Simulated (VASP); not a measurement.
# Ba2TaS4 (P6/mmm) in VASP: a series of runs

Ba2TaS4 is run at these levels: PBE; tasks: single point, relaxation of cell and atoms.

All numbers are computed with VASP 6.6.1; they aren't measurements. Logs are shortened: lines on timing, memory, paths and dates and some standing lists are left out, and cuts for length are marked.

**1. The cell of the first run**

Symmetry: P6/mmm, No. 191, hexagonal system. The conventional cell has a = 5.298 Å, b = 5.298 Å, c = 8.762 Å, α = 90.00°, β = 90.00°, γ = 120.00°. Ba (site symmetry 6mm) has 1 S at 1.94 Å and 1 Ta at 2.45 Å within 2.6 Å. Within 3.2 Å of Ta (site symmetry 6/mmm) lie 2 Ba at 2.45 Å and 6 S at 2.65 Å. S (site symmetry mmm) has 4 S at 2.65 Å and 2 Ta at 2.65 Å and 4 Ba at 3.61 Å within 3.7 Å. S (site symmetry 6/mmm) has 2 Ba at 1.94 Å within 2.6 Å.

The cell was built from a structure type or drawn by symmetry, and may not be a known phase.

**2. Single point, PBE**

Contents of INCAR:

```
PREC     = Accurate       # precision mode
ENCUT    = 520            # plane-wave cutoff, eV
EDIFF    = 1E-7           # SCF threshold, eV
ISMEAR   = 0              # smearing method
SIGMA    = 0.1            # smearing width, eV
LREAL    = F              # projectors in reciprocal space
LASPH    = T              # aspherical terms in the spheres
NELM     = 80             # most SCF steps
ALGO     = Normal         # electronic algorithm
ISIF     = 2              # what is computed and relaxed
LWAVE    = F              # write WAVECAR
LCHARG   = F              # write CHGCAR
GGA      = PE             # functional
NBANDS   = 36             # bands
```

Contents of KPOINTS:

```
regular mesh
0
Gamma
  6 6 2
```

Contents of POSCAR:

```
Ba2TaS4
1.0
    5.2984484700      0.0000000000      0.0000000000
   -2.6492242300      4.5885909700      0.0000000000
    0.0000000000      0.0000000000      8.7619060400
Ba Ta S
2 1 4
Direct
    0.0000000000      0.0000000000      0.7790749100
    0.0000000000      0.0000000000      0.2209250900
    0.0000000000      0.0000000000      0.5000000000
    0.5000000000      0.0000000000      0.5000000000
    0.0000000000      0.5000000000      0.5000000000
    0.5000000000      0.5000000000      0.5000000000
    0.0000000000      0.0000000000      0.0000000000
```

Potentials or basis: VASP PAW PBE potentials, release 64 (Ba_sv, Ta_pv, S).

Run with:

```bash
> cat potpaw_PBE.64/Ba_sv/POTCAR potpaw_PBE.64/Ta_pv/POTCAR potpaw_PBE.64/S/POTCAR > POTCAR
> mpirun -np 1 vasp_std > vasp.out
```

OUTCAR:

```text
PREC = Accurate
   ENCUT = 520
   EDIFF = 1E-7
   ISMEAR = 0
   LREAL = F
   LASPH = T
   NELM = 80
   ISIF = 2
   GGA = PE

 ion  position               nearest neighbor table
   1  0.000  0.000  0.779-   7 1.94   3 2.45   5 3.61   5 3.61   6 3.61   6 3.61   4 3.61   4 3.61
                             2 3.87
   2  0.000  0.000  0.221-   7 1.94   3 2.45   5 3.61   5 3.61   6 3.61   6 3.61   4 3.61   4 3.61
                             1 3.87
   3  0.000  0.000  0.500-   1 2.45   2 2.45   5 2.65   5 2.65   6 2.65   6 2.65   4 2.65   4 2.65

   4  0.500  0.000  0.500-   6 2.65   6 2.65   5 2.65   5 2.65   3 2.65   3 2.65   1 3.61   2 3.61
                             1 3.61   2 3.61
   5  0.000  0.500  0.500-   3 2.65   3 2.65   4 2.65   4 2.65   6 2.65   6 2.65   2 3.61   2 3.61
                             1 3.61   1 3.61
   6  0.500  0.500  0.500-   4 2.65   4 2.65   3 2.65   3 2.65   5 2.65   5 2.65   1 3.61   1 3.61
                             2 3.61   2 3.61
   7  0.000  0.000  0.000-   1 1.94   2 1.94

  LATTYP: Found a hexagonal cell.
 ALAT       =     5.2984484700
 C/A-ratio  =     1.6536739179

  Lattice vectors:

 A1 = (   5.2984484700,   0.0000000000,   0.0000000000)
 A2 = (  -2.6492242300,   4.5885909700,   0.0000000000)
 A3 = (   0.0000000000,   0.0000000000,   8.7619060400)

Analysis of symmetry for initial positions (statically):
=====================================================================
 Subroutine PRICEL returns:
 Original cell was already a primitive cell.

 Routine SETGRP: Setting up the symmetry group for a
 hexagonal supercell.

 Subroutine GETGRP returns: Found 24 space group operations
 (whereof 24 operations were pure point group operations)
 out of a pool of 24 trial point group operations.

The static configuration has the point symmetry D_6h.

Analysis of symmetry for dynamics (positions and initial velocities):
=====================================================================
 Subroutine PRICEL returns:
 Original cell was already a primitive cell.

 Routine SETGRP: Setting up the symmetry group for a
 hexagonal supercell.

 Subroutine GETGRP returns: Found 24 space group operations
 (whereof 24 operations were pure point group operations)
 out of a pool of 24 trial point group operations.

The dynamic configuration has the point symmetry D_6h.

 Subroutine INISYM returns: Found 24 space group operations
 (whereof 24 operations are pure point group operations),
 and found     1 'primitive' translations

----------------------------------------------------------------------------------------

                                     Primitive cell

  volume of cell :     213.0231

  direct lattice vectors                    reciprocal lattice vectors
     5.298448470  0.000000000  0.000000000     0.188734496  0.108965912  0.000000000
    -2.649224230  4.588590970  0.000000000     0.000000000  0.217931824  0.000000000
     0.000000000  0.000000000  8.761906040     0.000000000  0.000000000  0.114130418

  length of vectors
     5.298448470  5.298448463  8.761906040     0.217931824  0.217931824  0.114130418

  position of ions in fractional coordinates (direct lattice)
     0.000000000  0.000000000  0.779074910
     0.000000000  0.000000000  0.220925090
     0.000000000  0.000000000  0.500000000
     0.500000000  0.000000000  0.500000000
     0.000000000  0.500000000  0.500000000
     0.500000000  0.500000000  0.500000000
     0.000000000  0.000000000  0.000000000

  ion indices of the primitive-cell ions
   primitive index   ion index
                 1           1
                 2           2
                 3           3
                 4           4
                 5           5
                 6           6
                 7           7

----------------------------------------------------------------------------------------

 KPOINTS: regular mesh

Automatic generation of k-mesh.
 Grid dimensions read from file:
 generate k-points for:    6    6    2

 Generating k-lattice:

  Cartesian coordinates                     Fractional coordinates (reciprocal lattice)
     0.031455749  0.018160985  0.000000000     0.166666667  0.000000000  0.000000000
     0.000000000  0.036321971  0.000000000     0.000000000  0.166666667  0.000000000
     0.000000000  0.000000000  0.057065209     0.000000000  0.000000000  0.500000000

  Length of vectors
     0.036321971  0.036321971  0.057065209

  Shift w.r.t. Gamma in fractional coordinates (k-lattice)
     0.000000000  0.000000000  0.000000000

 Subroutine IBZKPT returns following result:
 ===========================================

 Found     14 irreducible k-points:

 Following reciprocal coordinates:
            Coordinates               Weight
  0.000000  0.000000  0.000000      1.000000
  0.166667 -0.000000  0.000000      6.000000
  0.333333 -0.000000  0.000000      6.000000
  0.500000 -0.000000  0.000000      3.000000
  0.166667  0.166667  0.000000      6.000000
  0.333333  0.166667  0.000000     12.000000
  0.333333  0.333333  0.000000      2.000000
  0.000000  0.000000  0.500000      1.000000
  0.166667 -0.000000  0.500000      6.000000
  0.333333 -0.000000  0.500000      6.000000
  0.500000 -0.000000  0.500000      3.000000
  0.166667  0.166667  0.500000      6.000000
  0.333333  0.166667  0.500000     12.000000
  0.333333  0.333333  0.500000      2.000000
   k-points           NKPTS =     14   k-points in BZ     NKDIM =     14   number of bands    NBANDS=     36
   number of dos      NEDOS =    301   number of ions     NIONS =      7
   total plane-waves  NPLWV = 112000
   dimension x,y,z NGX =    40 NGY =   40 NGZ =   70
   dimension x,y,z NGXF=    80 NGYF=   80 NGZF=  140
   ions per type =               2   1   4
   NGX,Y,Z   is equivalent  to a cutoff of  12.55, 12.55, 13.28 a.u.
   NGXF,Y,Z  is equivalent  to a cutoff of  25.10, 25.10, 26.56 a.u.
 SYSTEM =  unknown system
   PREC   = accura    normal or accurate (medium, high low for compatibility)
   ISTART =      0    job   : 0-new  1-cont  2-samecut
   ICHARG =      2    charge: 1-file 2-atom 10-const
   ISPIN  =      1    spin polarized calculation?
   LNONCOLLINEAR =      F non collinear calculations
   LSORBIT =      F    spin-orbit coupling
   LASPH  =      T    aspherical Exc in radial PAW
   ENCUT  =  520.0 eV  38.22 Ry    6.18 a.u.   9.85  9.85 16.29*2*pi/ulx,y,z
   NELM   =     80;   NELMIN=  2; NELMDL= -5     # of ELM steps
   EDIFF  = 0.1E-06   stopping-criterion for ELM
   LREAL  =      F    real-space projection
   EDIFFG = 0.1E-05   stopping-criterion for IOM
   NSW    =      0    number of steps for IOM
   IBRION =     -1    ionic relax: 0-MD 1-quasi-New 2-CG
   NFREE  =      0    steps in history (QN), initial steepest desc. (CG)
   ISIF   =      2    stress and relaxation
   ISYM   =      2    0-nonsym 1-usesym 2-fastsym
   POTIM  = 0.5000    time-step for ionic-motion
   TEBEG  =    0.0;   TEEND  =   0.0 temperature during run
   PSTRESS=    0.0 pullay stress
   NELECT =      55.0000    total number of electrons
   NUPDOWN=      -1.0000    fix difference up-down
   EMIN   =  10.00;   EMAX   =-10.00  energy-range for DOS
   EFERMI =   0.00;   METHOD = LEGACY
   ISMEAR =     0;   SIGMA  =   0.10  broadening in eV -4-tet -1-fermi 0-gaus
   EFERMI_NEDOS =   21; number of points for ismear=-14 and -15
   IALGO  =     38    algorithm
   IMIX   =      4    mixing-type and parameters
     AMIX     =   0.40;   BMIX     =  1.00
     AMIX_MAG =   1.60;   BMIX_MAG =  1.00
  volume/ion in A,a.u.               =      30.43       205.36
  Fermi-wavevector in a.u.,A,eV,Ry     =   1.042446  1.969937 14.785361  1.086693
  Thomas-Fermi vector in A             =   2.177111
   LORBIT       =      0    0 simple, 1 ext, 2 COOP (PROOUT), +10 PAW based schemes
   GGA     = PE    functional components
   LHFCALC =     F    Hartree Fock is set to
   AEXX    =    0.0000 exact exchange contribution
   IVDW    =     0    specifies the selected vdW correction
   LEPSILON=     F    determine dielectric tensor
   LRPA    =     F    only Hartree local field effects (RPA)
 non-spin polarized calculation
 Gauss-broadening in eV      SIGMA  =   0.10
  energy-cutoff  :      520.00
  volume of cell :      213.02
 maximum number of plane-waves:      5788
 NGX is ok and might be reduce to    40
   NGX = 19   NGY = 19   NGZ = 33

 number of electron      55.0000000 magnetization

 Free energy of the ion-electron system (eV)
  ---------------------------------------------------
  ext. energy  EPLUGINS =         0.00000000
  ---------------------------------------------------
  free energy    TOTEN  =       -16.87524357 eV

  energy without entropy =      -16.84574656  energy(sigma->0) =      -16.86049506

 E-fermi :   3.5305     XC(G=0):  -8.1968

 val. band max:        3.5032973799   @ k =   0.3333  -0.0000   0.5000
 cond. band min:       3.5445343484   @ k =   0.1667   0.1667   0.5000
 fundamental gap:      0.0412369685
 Fermi energy:         3.5304754437

 k-point     1 :       0.0000    0.0000    0.0000
  band No.  band energies     occupation
      1     -31.8499      2.00000
      2     -31.6477      2.00000
      3     -31.6477      2.00000
      4     -25.7653      2.00000
      5     -25.2431      2.00000
      6     -15.6157      2.00000
[... 28 lines left out ...]
     35       5.7607      0.00000
     36       6.1433      0.00000

 k-point     2 :       0.1667   -0.0000    0.0000
  band No.  band energies     occupation
      1     -31.8499      2.00000
      2     -31.6487      2.00000
      3     -31.6480      2.00000
      4     -25.7647      2.00000
      5     -25.2426      2.00000
      6     -15.6114      2.00000
[... 28 lines left out ...]
     35       5.9753      0.00000
     36       6.3223      0.00000
[... 427 lines left out ...]
     35       5.9269      0.00000
     36       6.2495      0.00000

 k-point    14 :       0.3333    0.3333    0.5000
  band No.  band energies     occupation
      1     -31.8505      2.00000
      2     -31.6506      2.00000
      3     -31.6506      2.00000
      4     -25.5724      2.00000
      5     -25.4514      2.00000
      6     -15.1612      2.00000
[... 28 lines left out ...]
     35       6.0706      0.00000
     36       6.0706      0.00000

------------------------ aborting loop because EDIFF is reached ----------------------------------------

  FORCE on cell =-STRESS in cart. coord.  units (eV):
  Direction    XX          YY          ZZ          XY          YZ          ZX
  --------------------------------------------------------------------------------------
  -------------------------------------------------------------------------------------
  Total       -0.0987526     -0.0987526    126.8309526     -0.0000000     -0.0000000      0.0000000
  in kB       -0.7427323     -0.7427323    953.9139152     -0.0000000     -0.0000000      0.0000000
  external PRESSURE =     317.4761502 kB  Pullay stress =       0.0000000 kB

 VOLUME and BASIS-vectors are now :
 -----------------------------------------------------------------------------
  energy-cutoff  :      520.00
  volume of cell :      213.02
      direct lattice vectors                 reciprocal lattice vectors
     5.298448470  0.000000000  0.000000000     0.188734496  0.108965912  0.000000000
    -2.649224230  4.588590970  0.000000000     0.000000000  0.217931824  0.000000000
     0.000000000  0.000000000  8.761906040     0.000000000  0.000000000  0.114130418

 POSITION                                       TOTAL-FORCE (eV/Angst)
 -----------------------------------------------------------------------------------
      0.00000      0.00000      6.82618         0.000000     -0.000000    -20.645490
      0.00000      0.00000      1.93572        -0.000000      0.000000     20.645490
      0.00000      0.00000      4.38095         0.000000      0.000000      0.000000
      2.64922      0.00000      4.38095         0.000000      0.000000      0.000000
     -1.32461      2.29430      4.38095         0.000000      0.000000      0.000000
      1.32461      2.29430      4.38095         0.000000      0.000000      0.000000
      0.00000      0.00000      0.00000         0.000000      0.000000      0.000000
 -----------------------------------------------------------------------------------
    total drift:                                0.000000      0.000000     -0.000000

  FREE ENERGIE OF THE ION-ELECTRON SYSTEM (eV)
  ---------------------------------------------------
  free  energy   TOTEN  =       -16.8752435724 eV

  energy  without entropy=      -16.8457465555  energy(sigma->0) =      -16.86049506
```

Run time: 85 s. Hardware: 1 thread of Intel Xeon 6975P-C (Granite Rapids), shared host; peak memory 0.36 GiB.

Results:

```yaml
Free_energy: -16.8752 eV
Pressure: 31.7 GPa
Largest_force: 20.645 eV/Å
Band_gap_on_the_k_mesh: zero (an odd number of electrons rules out a gap without spin polarisation)
```

Forces on the atoms (eV/Å):
```
Ba    0.000   0.000 -20.645
Ba    0.000   0.000  20.645
Ta    0.000   0.000   0.000
S     0.000   0.000   0.000
S     0.000   0.000   0.000
S     0.000   0.000   0.000
S     0.000   0.000   0.000
```

Caveat: the cell stands under pressure; spin-orbit coupling is left out, which moves the levels of the heavy elements; forces of over 1 eV/Å act on the atoms, so gaps and moduli don't describe the material at rest.

(Continued in part 2 of 2.)
